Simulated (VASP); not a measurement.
# As (P4/mmm) in VASP: further runs, part 2 of 2

VASP 6.6.1.

## 3. Single point, PBE (strain -0.0250 x Voigt [1, 1, 0, 0, 0, 0])

INCAR reads:

```
ALGO = Normal ; EDIFF = 1E-7
ENCUT = 520 ; GGA = PE
ISIF = 2 ; ISMEAR = 0
LASPH = T ; LCHARG = F
LREAL = F ; LWAVE = F
NBANDS = 8 ; NELM = 60
PREC = Accurate ; SIGMA = 0.15
```

KPOINTS reads:

```
k-points
0
Gamma
  18 18 18
```

POSCAR reads:

```
As
1.0
    2.6360897008      0.0000000000      0.0000000000
    0.0000000000      2.6360897008      0.0000000000
    0.0000000000      0.0000000000      2.7036817444
As
1
Direct
    0.5000000000      0.5000000000      0.5000000000
```

Potentials or basis: VASP PAW PBE potentials, release 64 (As).

Command:

```console
$ cat potpaw_PBE.64/As/POTCAR > POTCAR
$ mpirun -np 1 vasp_std > vasp.out
```

OUTCAR:

```text
EDIFF = 1E-7
   ENCUT = 520
   GGA = PE
   ISIF = 2
   ISMEAR = 0
   LASPH = T
   LREAL = F
   NELM = 60
   PREC = Accurate

 ion  position               nearest neighbor table
   1  0.500  0.500  0.500-

  LATTYP: Found a simple tetragonal cell.
 ALAT       =     2.6360897008
 C/A-ratio  =     1.0256410256

  Lattice vectors:

 A1 = (   2.6360897008,   0.0000000000,   0.0000000000)
 A2 = (   0.0000000000,   2.6360897008,   0.0000000000)
 A3 = (   0.0000000000,   0.0000000000,   2.7036817444)

Analysis of symmetry for initial positions (statically):
=====================================================================
 Subroutine PRICEL returns:
 Original cell was already a primitive cell.

 Routine SETGRP: Setting up the symmetry group for a
 simple tetragonal supercell.

 Subroutine GETGRP returns: Found 16 space group operations
 (whereof 16 operations were pure point group operations)
 out of a pool of 16 trial point group operations.

The static configuration has the point symmetry D_4h.

Analysis of symmetry for dynamics (positions and initial velocities):
=====================================================================
 Subroutine PRICEL returns:
 Original cell was already a primitive cell.

 Routine SETGRP: Setting up the symmetry group for a
 simple tetragonal supercell.

 Subroutine GETGRP returns: Found 16 space group operations
 (whereof 16 operations were pure point group operations)
 out of a pool of 16 trial point group operations.

The dynamic configuration has the point symmetry D_4h.

 Subroutine INISYM returns: Found 16 space group operations
 (whereof 16 operations are pure point group operations),
 and found     1 'primitive' translations

----------------------------------------------------------------------------------------

                                     Primitive cell

  volume of cell :      18.7878

  direct lattice vectors                    reciprocal lattice vectors
     2.636089701  0.000000000  0.000000000     0.379349762  0.000000000  0.000000000
     0.000000000  2.636089701  0.000000000     0.000000000  0.379349762  0.000000000
     0.000000000  0.000000000  2.703681744     0.000000000  0.000000000  0.369866018

  length of vectors
     2.636089701  2.636089701  2.703681744     0.379349762  0.379349762  0.369866018

  position of ions in fractional coordinates (direct lattice)
     0.500000000  0.500000000  0.500000000

  ion indices of the primitive-cell ions
   primitive index   ion index
                 1           1

----------------------------------------------------------------------------------------

 KPOINTS: k-points

Automatic generation of k-mesh.
 Grid dimensions read from file:
 generate k-points for:   18   18   18

 Generating k-lattice:

  Cartesian coordinates                     Fractional coordinates (reciprocal lattice)
     0.021074987  0.000000000  0.000000000     0.055555556  0.000000000  0.000000000
     0.000000000  0.021074987  0.000000000     0.000000000  0.055555556  0.000000000
     0.000000000  0.000000000  0.020548112     0.000000000  0.000000000  0.055555556

  Length of vectors
     0.021074987  0.021074987  0.020548112

  Shift w.r.t. Gamma in fractional coordinates (k-lattice)
     0.000000000  0.000000000  0.000000000

 Subroutine IBZKPT returns following result:
 ===========================================

 Found    550 irreducible k-points:

 Following reciprocal coordinates:
            Coordinates               Weight
  0.000000  0.000000  0.000000      1.000000
  0.055556  0.000000  0.000000      4.000000
  0.111111  0.000000  0.000000      4.000000
  0.166667  0.000000  0.000000      4.000000
  0.222222  0.000000  0.000000      4.000000
  0.277778  0.000000  0.000000      4.000000
[... 16 lines left out ...]
  0.277778  0.111111  0.000000      8.000000
  0.333333  0.111111  0.000000      8.000000
 [... further k-points ...]
   k-points           NKPTS =    550   k-points in BZ     NKDIM =    550   number of bands    NBANDS=      8
   number of dos      NEDOS =    301   number of ions     NIONS =      1
   total plane-waves  NPLWV =   8000
   dimension x,y,z NGX =    20 NGY =   20 NGZ =   20
   dimension x,y,z NGXF=    40 NGYF=   40 NGZF=   40
   ions per type =               1
   NGX,Y,Z   is equivalent  to a cutoff of  12.61, 12.61, 12.30 a.u.
   NGXF,Y,Z  is equivalent  to a cutoff of  25.23, 25.23, 24.60 a.u.
 SYSTEM =  unknown system
   PREC   = accura    normal or accurate (medium, high low for compatibility)
   ISTART =      0    job   : 0-new  1-cont  2-samecut
   ICHARG =      2    charge: 1-file 2-atom 10-const
   ISPIN  =      1    spin polarized calculation?
   LNONCOLLINEAR =      F non collinear calculations
   LSORBIT =      F    spin-orbit coupling
   LASPH  =      T    aspherical Exc in radial PAW
   ENCUT  =  520.0 eV  38.22 Ry    6.18 a.u.   4.90  4.90  5.03*2*pi/ulx,y,z
   NELM   =     60;   NELMIN=  2; NELMDL= -5     # of ELM steps
   EDIFF  = 0.1E-06   stopping-criterion for ELM
   LREAL  =      F    real-space projection
   EDIFFG = 0.1E-05   stopping-criterion for IOM
   NSW    =      0    number of steps for IOM
   IBRION =     -1    ionic relax: 0-MD 1-quasi-New 2-CG
   NFREE  =      0    steps in history (QN), initial steepest desc. (CG)
   ISIF   =      2    stress and relaxation
   ISYM   =      2    0-nonsym 1-usesym 2-fastsym
   POTIM  = 0.5000    time-step for ionic-motion
   TEBEG  =    0.0;   TEEND  =   0.0 temperature during run
   PSTRESS=    0.0 pullay stress
   NELECT =       5.0000    total number of electrons
   NUPDOWN=      -1.0000    fix difference up-down
   EMIN   =  10.00;   EMAX   =-10.00  energy-range for DOS
   EFERMI =   0.00;   METHOD = LEGACY
   ISMEAR =     0;   SIGMA  =   0.15  broadening in eV -4-tet -1-fermi 0-gaus
   EFERMI_NEDOS =   21; number of points for ismear=-14 and -15
   IALGO  =     38    algorithm
   IMIX   =      4    mixing-type and parameters
     AMIX     =   0.40;   BMIX     =  1.00
     AMIX_MAG =   1.60;   BMIX_MAG =  1.00
  volume/ion in A,a.u.               =      18.79       126.79
  Fermi-wavevector in a.u.,A,eV,Ry     =   1.053027  1.989933 15.087037  1.108866
  Thomas-Fermi vector in A             =   2.188133
   LORBIT       =      0    0 simple, 1 ext, 2 COOP (PROOUT), +10 PAW based schemes
   GGA     = PE    functional components
   LHFCALC =     F    Hartree Fock is set to
   AEXX    =    0.0000 exact exchange contribution
   IVDW    =     0    specifies the selected vdW correction
   LEPSILON=     F    determine dielectric tensor
   LRPA    =     F    only Hartree local field effects (RPA)
 non-spin polarized calculation
 Gauss-broadening in eV      SIGMA  =   0.15
  energy-cutoff  :      520.00
  volume of cell :       18.79
 maximum number of plane-waves:       520
 NGX is ok and might be reduce to    20
   NGX =  9   NGY =  9   NGZ = 11

 number of electron       5.0000000 magnetization

 Free energy of the ion-electron system (eV)
  ---------------------------------------------------
  ext. energy  EPLUGINS =         0.00000000
  ---------------------------------------------------
  free energy    TOTEN  =        -4.51947248 eV

  energy without entropy =       -4.51489916  energy(sigma->0) =       -4.51718582

 E-fermi :   6.5862     XC(G=0): -10.6571

 val. band max:        6.5733875555   @ k =   0.1667   0.0000   0.1667
 cond. band min:       6.5885200728   @ k =   0.4444   0.2778   0.1667
 fundamental gap:      0.0151325173
 Fermi energy:         6.5861536208

 k-point     1 :       0.0000    0.0000    0.0000
  band No.  band energies     occupation
      1      -8.9300      2.00000
      2      10.2794      0.00000
      3      11.1889      0.00000
      4      11.1889      0.00000
      5      14.7901      0.00000
      6      15.2741      0.00000
      7      17.6229      0.00000
      8      31.8670      0.00000
[... 243 lines left out ...]
 k-point    24 :       0.3333    0.1111    0.0000
  band No.  band energies     occupation
      1      -6.5940      2.00000
      2       1.9920      2.00000
      3      10.4473      0.00000
      4      12.2211      0.00000
      5      17.3906      0.00000
      6      19.5035      0.00000
      7      21.9428      0.00000
      8      23.0614      0.00000

 [... further k-points ...]

------------------------ aborting loop because EDIFF is reached ----------------------------------------

  FORCE on cell =-STRESS in cart. coord.  units (eV):
  Direction    XX          YY          ZZ          XY          YZ          ZX
  --------------------------------------------------------------------------------------
  -------------------------------------------------------------------------------------
  Total        1.0952721      1.0952721      0.6077544      0.0000000      0.0000000     -0.0000000
  in kB       93.4021085     93.4021085     51.8278013      0.0000000      0.0000000     -0.0000000
  external PRESSURE =      79.5440061 kB  Pullay stress =       0.0000000 kB

 VOLUME and BASIS-vectors are now :
 -----------------------------------------------------------------------------
  energy-cutoff  :      520.00
  volume of cell :       18.79
      direct lattice vectors                 reciprocal lattice vectors
     2.636089701  0.000000000  0.000000000     0.379349762  0.000000000  0.000000000
     0.000000000  2.636089701  0.000000000     0.000000000  0.379349762  0.000000000
     0.000000000  0.000000000  2.703681744     0.000000000  0.000000000  0.369866018

 POSITION                                       TOTAL-FORCE (eV/Angst)
 -----------------------------------------------------------------------------------
      1.31804      1.31804      1.35184         0.000000      0.000000      0.000000
 -----------------------------------------------------------------------------------
    total drift:                                0.000000     -0.000000      0.000000

  FREE ENERGIE OF THE ION-ELECTRON SYSTEM (eV)
  ---------------------------------------------------
  free  energy   TOTEN  =        -4.5194724763 eV

  energy  without entropy=       -4.5148991615  energy(sigma->0) =       -4.51718582
```

stdout:

```text
POSCAR found type information on POSCAR As
 POSCAR found :  1 types and       1 ions
 scaLAPACK will be used
 LDA part: xc-table for (Slater+PW92), standard interpolation
 POSCAR, INCAR and KPOINTS ok, starting setup
 FFT: planning ... GRIDC
 FFT: planning ... GRID_SOFT
 FFT: planning ... GRID
 WAVECAR not read
 entering main loop
```

Run time: 44 s. Hardware: 1 thread of Intel Xeon Platinum 8488C (Sapphire Rapids), shared host; peak memory 0.18 GiB.

What came out:

```yaml
Free_energy: -4.5195 eV
Pressure: 8.0 GPa
```

Stress tensor (GPa, compression positive):
```
9.34 0.00 0.00
0.00 9.34 0.00
0.00 0.00 5.18
```

Levels at points of the mesh, in eV from the Fermi level:
```csv
k point,band 1,band 2,band 3,band 4,band 5,band 6
"(0.00, 0.00, 0.00)",-15.52,3.69,4.60,4.60,8.20,8.69
"(0.50, 0.00, 0.00)",-12.00,-7.43,6.29,7.20,11.26,14.15
"(0.50, 0.50, 0.00)",-8.27,-4.52,-4.52,2.27,8.77,16.83
"(0.00, 0.00, 0.50)",-12.42,-7.37,6.88,6.88,11.26,14.68
"(0.50, 0.00, 0.50)",-8.73,-4.83,-4.40,2.20,9.36,17.11
"(0.50, 0.50, 0.50)",-4.59,-2.14,-2.14,-1.66,5.61,5.89
```

Caveat: the cell differs from its parent crystal (strain -0.0250 x Voigt [1, 1, 0, 0, 0, 0]).

## 4. Single point, PBE (strain +0.0250 x Voigt [1, 1, 0, 0, 0, 0])

INCAR reads:

```
PREC = Accurate ; ENCUT = 520
EDIFF = 1E-6 ; ISMEAR = 0
SIGMA = 0.15 ; LREAL = False
LASPH = True ; NELM = 80
ALGO = Normal ; ISIF = 2
LWAVE = False ; LCHARG = True
GGA = PE ; LELF = True
LVHAR = True ; NBANDS = 8
```

KPOINTS reads:

```
Automatic mesh
0
Gamma
  18 18 18
```

POSCAR reads:

```
As
1.0
    2.7712737880      0.0000000000      0.0000000000
    0.0000000000      2.7712737880      0.0000000000
    0.0000000000      0.0000000000      2.7036817444
As
1
Direct
    0.5000000000      0.5000000000      0.5000000000
```

Command:

```console
$ cat potpaw_PBE.64/As/POTCAR > POTCAR
$ mpirun -np 1 vasp_std > vasp.out
```

Run time: 42 s. Hardware: 1 thread of Intel Xeon Platinum 8488C (Sapphire Rapids), shared host; peak memory 0.2 GiB.

Results (log left out):

```
Free energy : -4.5552 eV
Pressure    : -1.2 GPa
```

Stress tensor (GPa, compression positive):
```
-2.69  0.00  0.00
 0.00 -2.69  0.00
 0.00  0.00  1.81
```

Levels at points of the mesh, in eV from the Fermi level:
```tsv
k point	band 1	band 2	band 3	band 4	band 5	band 6	band 7	band 8
(0.00, 0.00, 0.00)	-14.59	3.66	3.66	4.48	8.23	8.49	10.22	23.80
(0.50, 0.00, 0.00)	-11.78	-6.57	5.69	6.50	10.92	13.87	14.21	14.25
(0.50, 0.50, 0.00)	-8.89	-4.12	-4.12	2.64	8.40	16.05	17.54	17.54
(0.00, 0.00, 0.50)	-11.41	-6.63	5.97	5.97	11.01	13.53	14.13	14.19
(0.50, 0.00, 0.50)	-8.48	-4.23	-3.84	2.71	7.87	15.78	16.68	17.00
(0.50, 0.50, 0.50)	-5.31	-2.06	-1.62	-1.62	5.90	5.90	6.16	9.55
```

Caveat: the cell differs from its parent crystal (strain +0.0250 x Voigt [1, 1, 0, 0, 0, 0]).

## 5. Single point, PBE (strain +0.0500 x Voigt [1, 1, 0, 0, 0, 0])

INCAR reads:

```
SYSTEM = As
  PREC = Accurate
  ENCUT = 520
  EDIFF = 1E-6
  ISMEAR = 0
  SIGMA = 0.15
  LREAL = .False.
  LASPH = .True.
  NELM = 80
  ALGO = Normal
  ISIF = 2
  LWAVE = .False.
  LCHARG = .True.
  GGA = PE
  LELF = .True.
  LVHAR = .True.
  NBANDS = 8
```

KPOINTS reads:

```
regular mesh
0
Gamma
  18 18 18
  0 0 0
```

POSCAR reads:

```
As
1.0
    2.8388658316      0.0000000000      0.0000000000
    0.0000000000      2.8388658316      0.0000000000
    0.0000000000      0.0000000000      2.7036817444
As
1
Direct
    0.5000000000      0.5000000000      0.5000000000
```

Command:

```console
$ cat potpaw_PBE.64/As/POTCAR > POTCAR
$ mpirun -np 1 vasp_std > vasp.out
```

Wall time 40 s (1 thread of Intel Xeon Platinum 8488C (Sapphire Rapids), shared host); peak memory 0.21 GiB.

Results (log left out):

* Free energy: -4.5246 eV
* Pressure: -4.2 GPa

Stress tensor (GPa, compression positive):
```
-6.66  0.00  0.00
 0.00 -6.66  0.00
 0.00  0.00  0.86
```

Levels at points of the mesh, in eV from the Fermi level:
| k point | band 1 | band 2 | band 3 | band 4 | band 5 | band 6 | band 7 |
| --- | --- | --- | --- | --- | --- | --- | --- |
| (0.00, 0.00, 0.00) | -14.17 | 3.27 | 3.27 | 4.83 | 8.06 | 8.29 | 10.22 |
| (0.50, 0.00, 0.00) | -11.67 | -6.16 | 5.07 | 6.61 | 10.68 | 13.60 | 13.77 |
| (0.50, 0.50, 0.00) | -9.13 | -3.92 | -3.92 | 2.83 | 8.27 | 15.75 | 17.68 |
| (0.00, 0.00, 0.50) | -10.96 | -6.29 | 5.60 | 5.60 | 10.93 | 13.06 | 13.58 |
| (0.50, 0.00, 0.50) | -8.36 | -4.14 | -3.38 | 2.97 | 7.27 | 15.22 | 16.04 |
| (0.50, 0.50, 0.50) | -5.58 | -2.20 | -1.37 | -1.37 | 5.94 | 5.94 | 6.42 |

Caveat: the cell differs from its parent crystal (strain +0.0500 x Voigt [1, 1, 0, 0, 0, 0]).

## 6. Summary

| cell | gap on the mesh (eV) | pressure (GPa) |
| --- | --- | --- |
| a = 2.501, b = 2.501, c = 2.704 Å, 1 atom | none | 23.9 |
| a = 2.636, b = 2.636, c = 2.704 Å, 1 atom | none | 8.0 |
| a = 2.771, b = 2.771, c = 2.704 Å, 1 atom | none | -1.2 |
| a = 2.839, b = 2.839, c = 2.704 Å, 1 atom | none | -4.2 |

Alike in all rows: task single point; level PBE; potentials or basis VASP PAW PBE potentials, release 64 (As); no spin polarisation; k mesh 18 × 18 × 18; cutoff (eV) 520; smearing gaussian 0.15 eV.

Total energies depend on the potentials used, so only differences within one code and one set of settings carry meaning.
